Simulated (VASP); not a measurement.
## Sb: electric field gradients with PBE

Sb:

```
Sb
1.0
     0.00000    2.28953    2.28953
     2.28953    0.00000    2.28953
     2.28953    2.28953    0.00000
Sb
1
Direct
  0.00000 0.00000 0.00000
```

This cell differs from its parent crystal: volume scaled by 0.98.

```
Program                : VASP 6.6.1
Task                   : electric field gradients
Functional             : PBE
Potentials or basis    : VASP PAW PBE potentials, release 64 (Sb)
Cutoff                 : 520 eV
k mesh                 : 12 × 12 × 12
Occupations            : fermi-dirac, width 0.05 eV
Spin                   : no spin polarisation
Dipole correction      : no
Further INCAR settings : ALGO = Normal; EDIFF = 1e-08; NBANDS = 8
```

```
Pressure : 10.5 GPa
```

Levels at points of the mesh, in eV from the Fermi level:
```
           k point  band 1  band 2  band 3  band 4  band 5  band 6
(0.00, 0.00, 0.00)  -13.96    6.14    6.14    6.14   10.14   10.27
(0.50, 0.00, 0.00)   -9.53   -6.66    4.14    4.14    8.89    9.32
(0.50, 0.50, 0.00)   -7.55   -5.65    0.33    0.33    4.20    4.49
```

It took 8.6 s on 1 thread of Intel(R) Xeon(R) Platinum 8488C (Sapphire Rapids), with other jobs on the host, peak memory 0.14 GiB.

Caveat: without QUAD_EFG the Cq values of the log hold for a quadrupole moment of 1 mb, not for the nuclei; spin-orbit coupling is left out, which moves the levels of the heavy elements.
